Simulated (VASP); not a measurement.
Set up this calculation in VASP 6.6.1, as the native input.

```yaml
Task: single point
Functional: LDA
Potentials_or_basis: VASP PAW LDA potentials, release 64 (Cu, Pt)
Cutoff: 520 eV
k_mesh: 14 × 14 × 14
Occupations: fermi-dirac, width 0.1 eV
Spin: collinear spin
Starting_moments: "[0.2, 0.2] μB"
Fixed_moment: 0.4 μB
Dipole_correction: no
Further_INCAR_settings: ALGO = Normal; EDIFF = 1e-07; NBANDS = 22
```

The structure of CuPt lies in POSCAR:

```
CuPt
1.0
    1.3622969706      0.7865225227      4.2444549900
   -1.3622969706      0.7865225227      4.2444549900
    0.0000000000     -1.5730450454      4.2444549900
Cu Pt
1 1
Direct
    0.0000000000      0.0000000000      0.0000000000
    0.5000000000      0.5000000000      0.5000000000
```

The input as run:

INCAR

```
SYSTEM = CuPt
ALGO = Normal ; EDIFF = 1E-7
ENCUT = 520 ; GGA = CA
ISIF = 2 ; ISMEAR = -1
ISPIN = 2 ; LASPH = .TRUE.
LCHARG = .TRUE. ; LELF = .TRUE.
LMAXMIX = 4 ; LORBIT = 11
LREAL = .FALSE. ; LVHAR = .TRUE.
LWAVE = .FALSE. ; MAGMOM = 0.2 0.2
NBANDS = 22 ; NELM = 150
NUPDOWN = 0.4 ; PREC = Accurate
SIGMA = 0.1
```

KPOINTS

```
k-points
0
G
  14 14 14
  0 0 0
```

Potentials or basis: VASP PAW LDA potentials, release 64 (Cu, Pt).

The run is started by

```sh
$ cat potpaw_LDA.64/Cu/POTCAR potpaw_LDA.64/Pt/POTCAR > POTCAR
$ mpirun -np 1 vasp_std > vasp.out
```

Results of the run:

| Quantity | Value |
| --- | --- |
| Pressure | -8.3 GPa |
| Net moment | 0.40 μB per cell |
| Site moments | Cu +0.10; Pt +0.29 μB |
| Valence electrons inside the program's atomic spheres | Cu 9.97; Pt 9.38 |

Caveat: the cell stands under tension; the total moment is fixed, so each spin has its own Fermi level and the state may be an excited one.

Wall time 12 min on 1 thread of Intel(R) Xeon(R) Platinum 8259CL CPU @ 2.50GHz (Skylake/Cascade Lake) (shared host), peak memory 0.4 GiB.
